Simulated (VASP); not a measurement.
# Bi2Se3 (R-3m) in VASP: a series of runs

Aim: see how the results for Bi2Se3 move with the level of theory and the settings. Levels: PBE exchange alone, RPBE. Tasks: single point.

All numbers are computed with VASP 6.6.1; they aren't measurements. Logs are shortened: lines on timing, memory, paths and dates and some standing lists are left out, and cuts for length are marked.

### 1 The cell of the first run

It takes space group R-3m (No. 166, trigonal). The conventional cell has a = 4.087 Å, b = 4.087 Å, c = 28.249 Å, α = 90.00°, β = 90.00°, γ = 120.00°. Within 3.7 Å of Bi (site symmetry 3m) lie 6 Se at 2.81 to 3.03 Å. Within 3.7 Å of Se (site symmetry 3m) lie 3 Bi at 2.81 Å and 3 Se at 3.47 Å. Within 4.2 Å of Se (site symmetry -3m) lie 6 Bi at 3.03 Å and 12 Se at 4.09 to 4.17 Å.

### 2 Single point, PBE exchange alone

File INCAR:

```
PREC     = Accurate       # precision mode
ENCUT    = 520            # plane-wave cutoff, eV
EDIFF    = 1E-6           # SCF threshold, eV
ISMEAR   = -1             # smearing method
SIGMA    = 0.05           # smearing width, eV
LREAL    = False          # projectors in reciprocal space
LASPH    = True           # aspherical terms in the spheres
NELM     = 100            # most SCF steps
ALGO     = Normal         # electronic algorithm
ISIF     = 2              # what is computed and relaxed
LWAVE    = False          # write WAVECAR
LCHARG   = False          # write CHGCAR
GGA      = PE             # functional
ALDAC    = 0.0          
AGGAC    = 0.0          
NBANDS   = 32             # bands
```

File KPOINTS:

```
regular mesh
0
Gamma
  8 8 8
```

File POSCAR:

```
Bi2Se3
1.0
    2.0435033248      1.1798171946      9.4163265280
   -2.0435033248      1.1798171946      9.4163265280
    0.0000000000     -2.3596343894      9.4163265280
Bi Se
2 3
Direct
    0.5992000000      0.5992000000      0.5992000000
    0.4008000000      0.4008000000      0.4008000000
    0.7883000000      0.7883000000      0.7883000000
    0.2117000000      0.2117000000      0.2117000000
    0.0000000000      0.0000000000      0.0000000000
```

Potentials or basis: VASP PAW PBE potentials, release 64 (Bi_d, Se).

Run with:

```console
cat potpaw_PBE.64/Bi_d/POTCAR potpaw_PBE.64/Se/POTCAR > POTCAR
mpirun -np 1 vasp_std > vasp.out
```

OUTCAR:

```text
PREC = Accurate
   ENCUT = 520
   EDIFF = 1E-6
   ISMEAR = -1
   LREAL = False
   LASPH = True
   NELM = 100
   ISIF = 2
   GGA = PE

 ion  position               nearest neighbor table
   1  0.599  0.599  0.599-   4 2.81   4 2.81   4 2.81   5 3.03   5 3.03   5 3.03
   2  0.401  0.401  0.401-   3 2.81   3 2.81   3 2.81   5 3.03   5 3.03   5 3.03
   3  0.788  0.788  0.788-   2 2.81   2 2.81   2 2.81
   4  0.212  0.212  0.212-   1 2.81   1 2.81   1 2.81
   5  0.000  0.000  0.000-   1 3.03   2 3.03   1 3.03   1 3.03   2 3.03   2 3.03

  LATTYP: Found a trigonal (rhomboedric) cell.
 ALAT       =     9.7074754562
 COS(alpha) =     0.9113725833

  Lattice vectors:

 A1 = (   2.0435033248,   1.1798171946,   9.4163265280)
 A2 = (  -2.0435033248,   1.1798171946,   9.4163265280)
 A3 = (   0.0000000000,  -2.3596343894,   9.4163265280)

Analysis of symmetry for initial positions (statically):
=====================================================================
 Subroutine PRICEL returns:
 Original cell was already a primitive cell.

 Routine SETGRP: Setting up the symmetry group for a
 trigonal (rhombohedral) supercell.

 Subroutine GETGRP returns: Found 12 space group operations
 (whereof 12 operations were pure point group operations)
 out of a pool of 12 trial point group operations.

The static configuration has the point symmetry D_3d.

Analysis of symmetry for dynamics (positions and initial velocities):
=====================================================================
 Subroutine PRICEL returns:
 Original cell was already a primitive cell.

 Routine SETGRP: Setting up the symmetry group for a
 trigonal (rhombohedral) supercell.

 Subroutine GETGRP returns: Found 12 space group operations
 (whereof 12 operations were pure point group operations)
 out of a pool of 12 trial point group operations.

The dynamic configuration has the point symmetry D_3d.

 Subroutine INISYM returns: Found 12 space group operations
 (whereof 12 operations are pure point group operations),
 and found     1 'primitive' translations

----------------------------------------------------------------------------------------

                                     Primitive cell

  volume of cell :     136.2143

  direct lattice vectors                    reciprocal lattice vectors
     2.043503325  1.179817195  9.416326528     0.244677850  0.141264823  0.035399509
    -2.043503325  1.179817195  9.416326528    -0.244677850  0.141264823  0.035399509
     0.000000000 -2.359634389  9.416326528     0.000000000 -0.282529645  0.035399509

  length of vectors
     9.707475456  9.707475456  9.707475456     0.284738697  0.284738697  0.284738697

  position of ions in fractional coordinates (direct lattice)
     0.599200000  0.599200000  0.599200000
     0.400800000  0.400800000  0.400800000
     0.788300000  0.788300000  0.788300000
     0.211700000  0.211700000  0.211700000
     0.000000000  0.000000000  0.000000000

  ion indices of the primitive-cell ions
   primitive index   ion index
                 1           1
                 2           2
                 3           3
                 4           4
                 5           5

----------------------------------------------------------------------------------------

 KPOINTS: regular mesh

Automatic generation of k-mesh.
 Grid dimensions read from file:
 generate k-points for:    8    8    8

 Generating k-lattice:

  Cartesian coordinates                     Fractional coordinates (reciprocal lattice)
     0.030584731  0.017658103  0.004424939     0.125000000  0.000000000  0.000000000
    -0.030584731  0.017658103  0.004424939     0.000000000  0.125000000  0.000000000
     0.000000000 -0.035316206  0.004424939     0.000000000  0.000000000  0.125000000

  Length of vectors
     0.035592337  0.035592337  0.035592337

  Shift w.r.t. Gamma in fractional coordinates (k-lattice)
     0.000000000  0.000000000  0.000000000

 Subroutine IBZKPT returns following result:
 ===========================================

 Found     65 irreducible k-points:

 Following reciprocal coordinates:
            Coordinates               Weight
  0.000000  0.000000  0.000000      1.000000
  0.125000 -0.000000 -0.000000      6.000000
  0.250000 -0.000000 -0.000000      6.000000
  0.375000 -0.000000 -0.000000      6.000000
  0.500000 -0.000000 -0.000000      3.000000
  0.125000  0.125000 -0.000000      6.000000
[... 16 lines left out ...]
  0.250000  0.125000  0.125000      6.000000
  0.375000  0.125000  0.125000      6.000000
 [... further k-points ...]
   k-points           NKPTS =     65   k-points in BZ     NKDIM =     65   number of bands    NBANDS=     32
   number of dos      NEDOS =    301   number of ions     NIONS =      5
   total plane-waves  NPLWV = 373248
   dimension x,y,z NGX =    72 NGY =   72 NGZ =   72
   dimension x,y,z NGXF=   144 NGYF=  144 NGZF=  144
   ions per type =               2   3
   NGX,Y,Z   is equivalent  to a cutoff of  12.33, 12.33, 12.33 a.u.
   NGXF,Y,Z  is equivalent  to a cutoff of  24.66, 24.66, 24.66 a.u.
 SYSTEM =  unknown system
   PREC   = accura    normal or accurate (medium, high low for compatibility)
   ISTART =      0    job   : 0-new  1-cont  2-samecut
   ICHARG =      2    charge: 1-file 2-atom 10-const
   ISPIN  =      1    spin polarized calculation?
   LNONCOLLINEAR =      F non collinear calculations
   LSORBIT =      F    spin-orbit coupling
   LASPH  =      T    aspherical Exc in radial PAW
   ENCUT  =  520.0 eV  38.22 Ry    6.18 a.u.  18.05 18.05 18.05*2*pi/ulx,y,z
   NELM   =    100;   NELMIN=  2; NELMDL= -5     # of ELM steps
   EDIFF  = 0.1E-05   stopping-criterion for ELM
   LREAL  =      F    real-space projection
   EDIFFG = 0.1E-04   stopping-criterion for IOM
   NSW    =      0    number of steps for IOM
   IBRION =     -1    ionic relax: 0-MD 1-quasi-New 2-CG
   NFREE  =      0    steps in history (QN), initial steepest desc. (CG)
   ISIF   =      2    stress and relaxation
   ISYM   =      2    0-nonsym 1-usesym 2-fastsym
   POTIM  = 0.5000    time-step for ionic-motion
   TEBEG  =    0.0;   TEEND  =   0.0 temperature during run
   PSTRESS=    0.0 pullay stress
   NELECT =      48.0000    total number of electrons
   NUPDOWN=      -1.0000    fix difference up-down
   EMIN   =  10.00;   EMAX   =-10.00  energy-range for DOS
   EFERMI =   0.00;   METHOD = LEGACY
   ISMEAR =    -1;   SIGMA  =   0.05  broadening in eV -4-tet -1-fermi 0-gaus
   EFERMI_NEDOS =   21; number of points for ismear=-14 and -15
   IALGO  =     38    algorithm
   IMIX   =      4    mixing-type and parameters
     AMIX     =   0.40;   BMIX     =  1.00
     AMIX_MAG =   1.60;   BMIX_MAG =  1.00
  volume/ion in A,a.u.               =      27.24       183.84
  Fermi-wavevector in a.u.,A,eV,Ry     =   1.156328  2.185143 18.192268  1.337094
  Thomas-Fermi vector in A             =   2.292949
   LORBIT       =      0    0 simple, 1 ext, 2 COOP (PROOUT), +10 PAW based schemes
   GGA     = PE    functional components
   LHFCALC =     F    Hartree Fock is set to
   AEXX    =    0.0000 exact exchange contribution
   IVDW    =     0    specifies the selected vdW correction
   LEPSILON=     F    determine dielectric tensor
   LRPA    =     F    only Hartree local field effects (RPA)
 non-spin polarized calculation
  energy-cutoff  :      520.00
  volume of cell :      136.21
 maximum number of plane-waves:      3714
   NGX = 37   NGY = 37   NGZ = 37

 number of electron      47.9999997 magnetization

 Free energy of the ion-electron system (eV)
  ---------------------------------------------------
  ext. energy  EPLUGINS =         0.00000000
  ---------------------------------------------------
  free energy    TOTEN  =       -13.40197886 eV

  energy without entropy =      -13.40182439  energy(sigma->0) =      -13.40190163

 E-fermi :   7.1355     XC(G=0):  -8.0409

 val. band max:        7.0040825566   @ k =   0.0000   0.0000   0.0000
 cond. band min:       7.2667471797   @ k =   0.0000   0.0000   0.0000
 fundamental gap:      0.2626646232
 Fermi energy:         7.1354766621

 k-point     1 :       0.0000    0.0000    0.0000
  band No.  band energies     occupation
      1     -16.0538      2.00000
      2     -16.0538      2.00000
      3     -16.0513      2.00000
      4     -16.0513      2.00000
      5     -16.0361      2.00000
      6     -16.0330      2.00000
[... 24 lines left out ...]
     31      12.9658      0.00000
     32      14.0930      0.00000

 k-point     2 :       0.1250   -0.0000   -0.0000
  band No.  band energies     occupation
      1     -16.0569      2.00000
      2     -16.0538      2.00000
      3     -16.0497      2.00000
      4     -16.0472      2.00000
      5     -16.0336      2.00000
      6     -16.0305      2.00000
[... 24 lines left out ...]
     31      12.5787      0.00000
     32      13.1903      0.00000

 k-point     3 :       0.2500   -0.0000   -0.0000
  band No.  band energies     occupation
      1     -16.0659      2.00000
      2     -16.0612      2.00000
      3     -16.0415      2.00000
      4     -16.0390      2.00000
      5     -16.0348      2.00000
      6     -16.0298      2.00000
[... 24 lines left out ...]
     31      11.6896      0.00000
     32      13.3917      0.00000

 k-point     4 :       0.3750   -0.0000   -0.0000
  band No.  band energies     occupation
      1     -16.0760      2.00000
      2     -16.0695      2.00000
      3     -16.0394      2.00000
      4     -16.0384      2.00000
      5     -16.0340      2.00000
      6     -16.0340      2.00000
[... 24 lines left out ...]
     31      11.5965      0.00000
     32      13.4939      0.00000

 k-point     5 :       0.5000   -0.0000   -0.0000
  band No.  band energies     occupation
      1     -16.0804      2.00000
      2     -16.0731      2.00000
      3     -16.0412      2.00000
      4     -16.0383      2.00000
      5     -16.0357      2.00000
      6     -16.0330      2.00000
[... 584 lines left out ...]
     31      12.4592      0.00000
     32      14.0230      0.00000

 k-point    22 :       0.1250    0.1250    0.1250
  band No.  band energies     occupation
      1     -16.0538      2.00000
      2     -16.0538      2.00000
      3     -16.0513      2.00000
      4     -16.0513      2.00000
      5     -16.0361      2.00000
      6     -16.0331      2.00000
[... 24 lines left out ...]
     31      12.9622      0.00000
     32      14.0174      0.00000

 k-point    23 :       0.2500    0.1250    0.1250
  band No.  band energies     occupation
      1     -16.0569      2.00000
      2     -16.0538      2.00000
      3     -16.0497      2.00000
      4     -16.0472      2.00000
      5     -16.0335      2.00000
      6     -16.0306      2.00000
[... 24 lines left out ...]
     31      12.5346      0.00000
     32      13.3890      0.00000

 k-point    24 :       0.3750    0.1250    0.1250
  band No.  band energies     occupation
      1     -16.0659      2.00000
      2     -16.0612      2.00000
      3     -16.0415      2.00000
      4     -16.0390      2.00000
      5     -16.0348      2.00000
      6     -16.0298      2.00000
[... 24 lines left out ...]
     31      11.7695      0.00000
     32      13.4743      0.00000

 [... further k-points ...]
[... 5 lines left out ...]
  --------------------------------------------------------------------------------------
  -------------------------------------------------------------------------------------
  Total       13.5348551     13.5348551     13.1782738      0.0000000     -0.0000000      0.0000000
  in kB      159.1993765    159.1993765    155.0052037      0.0000000     -0.0000000      0.0000000
  external PRESSURE =     157.8013189 kB  Pullay stress =       0.0000000 kB

 VOLUME and BASIS-vectors are now :
 -----------------------------------------------------------------------------
  energy-cutoff  :      520.00
  volume of cell :      136.21
      direct lattice vectors                 reciprocal lattice vectors
     2.043503325  1.179817195  9.416326528     0.244677850  0.141264823  0.035399509
    -2.043503325  1.179817195  9.416326528    -0.244677850  0.141264823  0.035399509
     0.000000000 -2.359634389  9.416326528     0.000000000 -0.282529645  0.035399509

 POSITION                                       TOTAL-FORCE (eV/Angst)
 -----------------------------------------------------------------------------------
      0.00000     -0.00000     16.92679         0.000000     -0.000000      0.326127
      0.00000     -0.00000     11.32219         0.000000      0.000000     -0.326127
      0.00000     -0.00000     22.26867         0.000000     -0.000000      0.984226
      0.00000     -0.00000      5.98031         0.000000      0.000000     -0.984226
      0.00000      0.00000      0.00000         0.000000     -0.000000     -0.000000
 -----------------------------------------------------------------------------------
    total drift:                                0.000000      0.000000      0.000000

  FREE ENERGIE OF THE ION-ELECTRON SYSTEM (eV)
  ---------------------------------------------------
  free  energy   TOTEN  =       -13.4019788642 eV

  energy  without entropy=      -13.4018243876  energy(sigma->0) =      -13.40190163
```

It took 14 min on 1 thread of AMD EPYC 9R45 (Zen 5), shared host; peak memory 0.8 GiB.

Results:

- Free energy: -13.4020 eV
- Pressure: 15.8 GPa
- Largest force: 0.984 eV/Å
- Band gap on the k mesh: 0.26 eV

Forces on the atoms (eV/Å):
```
Bi   0.000  0.000  0.326
Bi   0.000  0.000 -0.326
Se   0.000  0.000  0.984
Se   0.000  0.000 -0.984
Se   0.000  0.000  0.000
```

Caveat: the cell stands under pressure; spin-orbit coupling is left out, which moves the levels of the heavy elements.

### 3 Single point, RPBE

This run uses another cell than the first one, of 27.81 Å³/atom.

File INCAR:

```
ALGO = Normal
EDIFF = 1E-6
ENCUT = 520
GGA = RP
ISIF = 2
ISMEAR = -1
LASPH = True
LCHARG = False
LREAL = False
LWAVE = False
NBANDS = 32
NELM = 80
PREC = Accurate
SIGMA = 0.05
```

File KPOINTS:

```
k-points
0
Gamma
  8 8 8
```

POSCAR, as its differences from that of step 2:

```diff
@@ -2,5 +2,5 @@
 1.0
-    2.0435033248      1.1798171946      9.4163265280
-   -2.0435033248      1.1798171946      9.4163265280
-    0.0000000000     -2.3596343894      9.4163265280
+    2.0575968965      1.1879541221      9.4812687632
+   -2.0575968965      1.1879541221      9.4812687632
+    0.0000000000     -2.3759082442      9.4812687632
 Bi Se
```

Potentials or basis: VASP PAW PBE potentials, release 64 (Bi_d, Se).

Run with:

```console
cat potpaw_PBE.64/Bi_d/POTCAR potpaw_PBE.64/Se/POTCAR > POTCAR
mpirun -np 1 vasp_std > vasp.out
```

It took 20 min on 1 thread of AMD EPYC 9R45 (Zen 5), shared host; peak memory 0.97 GiB.

The run converged. Its results:

| Quantity | Value |
| --- | --- |
| Free energy | -18.2793 eV |
| Pressure | 5.7 GPa |
| Largest force | 0.335 eV/Å |
| Band gap on the k mesh | 0.27 eV |

Forces on the atoms (eV/Å):
```
Bi   0.000  0.000  0.234
Bi   0.000  0.000 -0.234
Se   0.000  0.000  0.335
Se   0.000  0.000 -0.335
Se   0.000  0.000  0.000
```

Stress tensor (GPa, compression positive):
```
5.69 0.00 0.00
0.00 5.69 0.00
0.00 0.00 5.79
```

Levels at points of the mesh, in eV from the valence-band top:
| k point | band 21 | band 22 | band 23 | band 24 | band 25 | band 26 | band 27 | band 28 |
| --- | --- | --- | --- | --- | --- | --- | --- | --- |
| (0.00, 0.00, 0.00) | -1.95 | -1.29 | -1.29 | 0.00 | 0.27 | 1.40 | 1.40 | 2.17 |
| (0.50, 0.00, 0.00) | -3.07 | -2.22 | -1.32 | -0.57 | 0.87 | 1.94 | 3.01 | 3.21 |
| (0.50, 0.50, 0.00) | -1.94 | -1.93 | -1.73 | -1.04 | 1.37 | 1.97 | 2.63 | 3.06 |
| (0.50, 0.50, 0.50) | -1.53 | -1.47 | -1.47 | -0.43 | 0.65 | 1.72 | 1.72 | 2.13 |

Caveat: the cell stands under pressure; the PAW data sets were made with another functional, which shifts forces and pressure a little; spin-orbit coupling is left out, which moves the levels of the heavy elements. A k mesh can miss the band edges.
